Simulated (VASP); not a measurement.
Input of a VASP 6.6.1 run:

File INCAR:

```
PREC = Accurate
ENCUT = 520
EDIFF = 1E-6
ISMEAR = -1
SIGMA = 0.05
LREAL = False
LASPH = True
NELM = 80
ALGO = Fast
ISIF = 2
LWAVE = False
LCHARG = False
GGA = PE
IVDW = 12
NBANDS = 7
```

The input KPOINTS:

```
regular mesh
0
Gamma
  11 11 11
```

The input POSCAR:

```
Mg
1.0
   -1.7585440268      1.7585440268      1.7585440268
    1.7585440268     -1.7585440268      1.7585440268
    1.7585440268      1.7585440268     -1.7585440268
Mg
1
Direct
    0.0000000000      0.0000000000      0.0000000000
```

Potentials or basis: VASP PAW PBE potentials, release 64 (Mg).

The run is started by

```sh
$ cat potpaw_PBE.64/Mg/POTCAR > POTCAR
$ mpirun -np 1 vasp_std > vasp.out
```

(1) What does it give for the pressure?

(2) Estimate the dispersion energy per atom.

(3) Predict the band gap on the k mesh.

Answers

(1) -0.4 GPa.

(2) -0.299 eV.

(3) zero (bands 1 and 2 overlap by 3.06 eV).

Caveat: three body term missing.
